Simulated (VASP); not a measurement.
# Ta (Cmcm) in VASP: a series of runs

Runs on Ta. Level: PBE. Tasks: single point.

Everything below comes from runs of VASP 6.6.1. Logs are shortened: lines on timing, memory, paths and dates and some standing lists are left out, and cuts for length are marked.

## (1) The cell of the first run

Symmetry: Cmcm, No. 63, orthorhombic system. Conventional cell: a = 4.671 Å, b = 3.303 Å, c = 4.671 Å, α = 90.00°, β = 90.00°, γ = 90.00°. Within 3.6 Å of Ta (site symmetry m2m) lie 14 Ta at 2.72 to 3.31 Å.

## (2) Single point, PBE (atoms displaced along a vibrational mode)

The input, INCAR:

```
SYSTEM = Ta
PREC = Accurate
ENCUT = 500
EDIFF = 1E-6
ISMEAR = 0
SIGMA = 0.15
LREAL = .FALSE.
LASPH = .TRUE.
NELM = 120
ALGO = Normal
ISIF = 2
LWAVE = .FALSE.
LCHARG = .FALSE.
GGA = PE
NBANDS = 18
GGA_COMPAT = .FALSE.
```

The input, KPOINTS:

```
regular mesh
0
G
  18 18 10
  0 0 0
```

The input, POSCAR:

```
Ta
1.0
   -1.6512800000      1.6512800000      1.6512800000
    1.6512800000     -1.6512800000      1.6512800000
    3.3025600000      3.3025600000      0.0000000000
Ta
2
Direct
   -0.0378494259     -0.0378494259      0.0000000000
    0.5378494259      0.5378494259      0.5000000000
```

Potentials or basis: VASP PAW PBE potentials, release 64 (Ta_pv).

Run with:

```sh
$ cat potpaw_PBE.64/Ta_pv/POTCAR > POTCAR
$ mpirun -np 1 vasp_std > vasp.out
```

OUTCAR:

```text
SYSTEM = Ta
   PREC = Accurate
   ENCUT = 500
   EDIFF = 1E-6
   ISMEAR = 0
   LREAL = .FALSE.
   LASPH = .TRUE.
   NELM = 120
   ISIF = 2
   GGA = PE

 ion  position               nearest neighbor table
   1  0.962  0.962  0.000-   2 2.72   2 2.72   2 3.01   2 3.01   2 3.31   2 3.31   2 3.31   2 3.31

   2  0.538  0.538  0.500-   1 2.72   1 2.72   1 3.01   1 3.01   1 3.31   1 3.31   1 3.31   1 3.31

  LATTYP: Found a base centered orthorhombic cell.
 ALAT       =     3.3025600000
 B/A-ratio  =     1.4142135624
 C/A-ratio  =     1.4142135624

  Lattice vectors:

 A1 = (  -1.6512800000,   1.6512800000,   1.6512800000)
 A2 = (   1.6512800000,  -1.6512800000,   1.6512800000)
 A3 = (   3.3025600000,   3.3025600000,   0.0000000000)

Analysis of symmetry for initial positions (statically):
=====================================================================
 Subroutine PRICEL returns:
 Original cell was already a primitive cell.

 Routine SETGRP: Setting up the symmetry group for a
 base centered orthorhombic supercell.

 Subroutine GETGRP returns: Found  8 space group operations
 (whereof  4 operations were pure point group operations)
 out of a pool of  8 trial point group operations.

The static configuration has the point symmetry C_2v.
 The point group associated with its full space group is D_2h.

Analysis of symmetry for dynamics (positions and initial velocities):
=====================================================================
 Subroutine PRICEL returns:
 Original cell was already a primitive cell.

 Routine SETGRP: Setting up the symmetry group for a
 base centered orthorhombic supercell.

 Subroutine GETGRP returns: Found  8 space group operations
 (whereof  4 operations were pure point group operations)
 out of a pool of  8 trial point group operations.

The dynamic configuration has the point symmetry C_2v.
 The point group associated with its full space group is D_2h.

 Subroutine INISYM returns: Found  8 space group operations
 (whereof  4 operations are pure point group operations),
 and found     1 'primitive' translations

----------------------------------------------------------------------------------------

                                     Primitive cell

  volume of cell :      36.0207

  direct lattice vectors                    reciprocal lattice vectors
    -1.651280000  1.651280000  1.651280000    -0.151397704  0.151397704  0.302795407
[... 85 lines left out ...]
   NELM   =    120;   NELMIN=  2; NELMDL= -5     # of ELM steps
   EDIFF  = 0.1E-05   stopping-criterion for ELM
   LREAL  =      F    real-space projection
   EDIFFG = 0.1E-04   stopping-criterion for IOM
   NSW    =      0    number of steps for IOM
   IBRION =     -1    ionic relax: 0-MD 1-quasi-New 2-CG
   NFREE  =      0    steps in history (QN), initial steepest desc. (CG)
   ISIF   =      2    stress and relaxation
   ISYM   =      2    0-nonsym 1-usesym 2-fastsym
   POTIM  = 0.5000    time-step for ionic-motion
   TEBEG  =    0.0;   TEEND  =   0.0 temperature during run
   PSTRESS=    0.0 pullay stress
   NELECT =      22.0000    total number of electrons
   NUPDOWN=      -1.0000    fix difference up-down
   EMIN   =  10.00;   EMAX   =-10.00  energy-range for DOS
   EFERMI =   0.00;   METHOD = LEGACY
   ISMEAR =     0;   SIGMA  =   0.15  broadening in eV -4-tet -1-fermi 0-gaus
   EFERMI_NEDOS =   21; number of points for ismear=-14 and -15
   IALGO  =     38    algorithm
   IMIX   =      4    mixing-type and parameters
     AMIX     =   0.40;   BMIX     =  1.00
     AMIX_MAG =   1.60;   BMIX_MAG =  1.00
  volume/ion in A,a.u.               =      18.01       121.54
  Fermi-wavevector in a.u.,A,eV,Ry     =   1.388988  2.624806 26.249534  1.929286
  Thomas-Fermi vector in A             =   2.513061
   LORBIT       =      0    0 simple, 1 ext, 2 COOP (PROOUT), +10 PAW based schemes
   GGA     = PE    functional components
   LHFCALC =     F    Hartree Fock is set to
   AEXX    =    0.0000 exact exchange contribution
   IVDW    =     0    specifies the selected vdW correction
   LEPSILON=     F    determine dielectric tensor
   LRPA    =     F    only Hartree local field effects (RPA)
 non-spin polarized calculation
 Gauss-broadening in eV      SIGMA  =   0.15
  energy-cutoff  :      500.00
  volume of cell :       36.02
 maximum number of plane-waves:       932
 NGX is ok and might be reduce to    24
   NGX = 11   NGY = 11   NGZ = 17

 number of electron      22.0000003 magnetization

 Free energy of the ion-electron system (eV)
  ---------------------------------------------------
  ext. energy  EPLUGINS =         0.00000000
  ---------------------------------------------------
  free energy    TOTEN  =       -23.43035652 eV

  energy without entropy =      -23.39952827  energy(sigma->0) =      -23.41494239

 E-fermi :   5.5380     XC(G=0): -12.6101

 val. band max:        5.5360985457   @ k =   0.3333   0.0556   0.4000
 cond. band min:       5.5427523266   @ k =  -0.3333   0.1667   0.2000
 fundamental gap:      0.0066537810
 Fermi energy:         5.5379916157

 k-point     1 :       0.0000    0.0000    0.0000
  band No.  band energies     occupation
      1     -28.8389      2.00000
      2     -27.9597      2.00000
      3     -27.6028      2.00000
      4     -27.5799      2.00000
      5     -27.5624      2.00000
      6     -27.5343      2.00000
[... 481 lines left out ...]
      5     -27.6296      2.00000
      6     -27.5819      2.00000
[... 10 lines left out ...]
     17      10.6283      0.00000
     18      14.4892      0.00000

 [... further k-points ...]

------------------------ aborting loop because EDIFF is reached ----------------------------------------

  FORCE on cell =-STRESS in cart. coord.  units (eV):
  Direction    XX          YY          ZZ          XY          YZ          ZX
  --------------------------------------------------------------------------------------
  -------------------------------------------------------------------------------------
  Total        1.1377410      1.1377410      0.5883748      0.4678532     -0.0000000     -0.0000000
  in kB       50.6059811     50.6059811     26.1705302     20.8098062     -0.0000000     -0.0000000
  external PRESSURE =      42.4608308 kB  Pullay stress =       0.0000000 kB

 VOLUME and BASIS-vectors are now :
 -----------------------------------------------------------------------------
  energy-cutoff  :      500.00
  volume of cell :       36.02
      direct lattice vectors                 reciprocal lattice vectors
    -1.651280000  1.651280000  1.651280000    -0.151397704  0.151397704  0.302795407
     1.651280000 -1.651280000  1.651280000     0.151397704 -0.151397704  0.302795407
     3.302560000  3.302560000  0.000000000     0.151397704  0.151397704  0.000000000

 POSITION                                       TOTAL-FORCE (eV/Angst)
 -----------------------------------------------------------------------------------
      0.00000      0.00000      3.17756         0.000000      0.000000      1.488663
      1.65128      1.65128      1.77628        -0.000000     -0.000000     -1.488663
 -----------------------------------------------------------------------------------
    total drift:                               -0.000000      0.000000      0.000000

  FREE ENERGIE OF THE ION-ELECTRON SYSTEM (eV)
  ---------------------------------------------------
  free  energy   TOTEN  =       -23.4303565171 eV

  energy  without entropy=      -23.3995282683  energy(sigma->0) =      -23.41494239
```

Run time: 6.3 min. Hardware: 1 thread of Oxide Virtual Turin-like, shared host; peak memory 0.34 GiB.

What came out:

```yaml
Free_energy: -23.4304 eV
Pressure: 4.2 GPa
Largest_force: 1.489 eV/Å
Band_gap_on_the_k_mesh: zero (bands 11 and 12 overlap by 2.73 eV)
```

Forces on the atoms (eV/Å):
```
Ta   0.000  0.000  1.489
Ta   0.000  0.000 -1.489
```

Levels at points of the mesh, in eV from the Fermi level:
```tsv
k point	band 8	band 9	band 10	band 11	band 12	band 13	band 14	band 15
(0.00, 0.00, 0.00)	-4.35	-1.50	0.51	0.52	0.83	1.60	3.80	3.84
(0.50, 0.00, 0.00)	-2.81	-2.09	-0.80	-0.78	-0.48	3.26	3.85	4.30
(0.50, 0.50, 0.00)	-3.89	-3.74	-1.36	1.55	3.18	4.92	5.78	6.82
(0.00, 0.00, 0.50)	-5.67	-0.67	-0.67	-0.35	-0.35	3.24	3.24	3.76
(0.50, 0.00, 0.50)	-4.40	-1.68	-1.68	1.54	1.54	3.91	3.91	4.79
(0.50, 0.50, 0.50)	-3.07	-1.96	-1.96	0.37	0.37	2.69	2.69	7.23
```

Caveat: the cell differs from its parent crystal (atoms displaced along a vibrational mode); the cell stands under pressure; spin-orbit coupling is left out, which moves the levels of the heavy elements; forces of over 1 eV/Å act on the atoms, so gaps and moduli don't describe the material at rest.

## (3) Single point, PBE (atoms displaced along a vibrational mode)

The input, INCAR:

```
  PREC = Accurate
  ENCUT = 500
  EDIFF = 1E-6
  ISMEAR = 0
  SIGMA = 0.15
  LREAL = False
  LASPH = True
  NELM = 120
  ALGO = Normal
  ISIF = 2
  LWAVE = False
  LCHARG = False
  GGA = PE
  NBANDS = 18
  GGA_COMPAT = False
```

The input, KPOINTS:

```
regular mesh
0
Gamma
  18 18 10
```

The input, POSCAR:

```
Ta
1.0
   -1.6512800000      1.6512800000      1.6512800000
    1.6512800000     -1.6512800000      1.6512800000
    3.3025600000      3.3025600000      0.0000000000
Ta
2
Direct
   -0.0227096555     -0.0227096555      0.0000000000
    0.5227096555      0.5227096555      0.5000000000
```

Potentials or basis: VASP PAW PBE potentials, release 64 (Ta_pv).

Run with:

```sh
$ cat potpaw_PBE.64/Ta_pv/POTCAR > POTCAR
$ mpirun -np 1 vasp_std > vasp.out
```

OUTCAR:

```text
PREC = Accurate
   ENCUT = 500
   EDIFF = 1E-6
   ISMEAR = 0
   LREAL = False
   LASPH = True
   NELM = 120
   ISIF = 2
   GGA = PE

 ion  position               nearest neighbor table
   1  0.977  0.977  0.000-   2 2.78   2 2.78   2 2.95   2 2.95   2 3.31   2 3.31   2 3.31   2 3.31

   2  0.523  0.523  0.500-   1 2.78   1 2.78   1 2.95   1 2.95   1 3.31   1 3.31   1 3.31   1 3.31

  LATTYP: Found a base centered orthorhombic cell.
 ALAT       =     3.3025600000
 B/A-ratio  =     1.4142135624
 C/A-ratio  =     1.4142135624
[... 698 lines left out ...]

  FORCE on cell =-STRESS in cart. coord.  units (eV):
  Direction    XX          YY          ZZ          XY          YZ          ZX
  --------------------------------------------------------------------------------------
  -------------------------------------------------------------------------------------
  Total        0.8716717      0.8716717      0.6628731      0.2049744      0.0000000      0.0000000
  in kB       38.7713915     38.7713915     29.4841648      9.1171269      0.0000000      0.0000000
  external PRESSURE =      35.6756493 kB  Pullay stress =       0.0000000 kB

 VOLUME and BASIS-vectors are now :
 -----------------------------------------------------------------------------
  energy-cutoff  :      500.00
  volume of cell :       36.02
      direct lattice vectors                 reciprocal lattice vectors
    -1.651280000  1.651280000  1.651280000    -0.151397704  0.151397704  0.302795407
     1.651280000 -1.651280000  1.651280000     0.151397704 -0.151397704  0.302795407
     3.302560000  3.302560000  0.000000000     0.151397704  0.151397704  0.000000000

 POSITION                                       TOTAL-FORCE (eV/Angst)
 -----------------------------------------------------------------------------------
      0.00000      0.00000      3.22756         0.000000      0.000000      1.003713
      1.65128      1.65128      1.72628        -0.000000     -0.000000     -1.003713
 -----------------------------------------------------------------------------------
    total drift:                               -0.000000     -0.000000      0.000000

  FREE ENERGIE OF THE ION-ELECTRON SYSTEM (eV)
  ---------------------------------------------------
  free  energy   TOTEN  =       -23.5567190181 eV

  energy  without entropy=      -23.5264234317  energy(sigma->0) =      -23.54157122
```

OSZICAR:

```text
N       E                     dE             d eps       ncg     rms          rms(c)
DAV:   1     0.167745142364E+03    0.16775E+03   -0.12195E+04 19664   0.122E+03
DAV:   2    -0.202195007184E+02   -0.18796E+03   -0.18475E+03 24386   0.353E+02
DAV:   3    -0.244373317840E+02   -0.42178E+01   -0.41583E+01 22712   0.498E+01
DAV:   4    -0.244680409302E+02   -0.30709E-01   -0.30652E-01 22110   0.445E+00
DAV:   5    -0.244682627601E+02   -0.22183E-03   -0.22182E-03 21700   0.362E-01    0.191E+01
DAV:   6    -0.237683557966E+02    0.69991E+00   -0.74628E-01 21544   0.765E+00    0.939E+00
DAV:   7    -0.235591511199E+02    0.20920E+00   -0.64164E-01 21858   0.672E+00    0.527E-01
DAV:   8    -0.235567857435E+02    0.23654E-02   -0.12024E-02 21664   0.962E-01    0.143E-01
DAV:   9    -0.235567295506E+02    0.56193E-04   -0.30371E-04 22290   0.162E-01    0.425E-02
DAV:  10    -0.235567210521E+02    0.84984E-05   -0.26739E-05 23574   0.471E-02    0.113E-02
DAV:  11    -0.235567196430E+02    0.14092E-05   -0.30591E-06 19718   0.167E-02    0.350E-03
DAV:  12    -0.235567190181E+02    0.62484E-06   -0.37985E-07 10522   0.611E-03
   1 F= -.23556719E+02 E0= -.23541571E+02  d E =-.302956E-01
```

Run time: 6.4 min. Hardware: 1 thread of Oxide Virtual Turin-like, shared host; peak memory 0.34 GiB.

Results:

| Item | Value |
| --- | --- |
| Free energy | -23.5567 eV |
| Pressure | 3.6 GPa |
| Largest force | 1.004 eV/Å |
| Band gap on the k mesh | zero (bands 11 and 12 overlap by 2.77 eV) |

Forces in eV/Å, atoms in the order of the input:
```
Ta   0.000  0.000  1.004
Ta   0.000  0.000 -1.004
```

Stress tensor (GPa, compression positive):
```
3.88 0.91 0.00
0.91 3.88 0.00
0.00 0.00 2.95
```

Caveat: the cell differs from its parent crystal (atoms displaced along a vibrational mode); the cell stands under pressure; spin-orbit coupling is left out, which moves the levels of the heavy elements; forces of over 1 eV/Å act on the atoms, so gaps and moduli don't describe the material at rest.
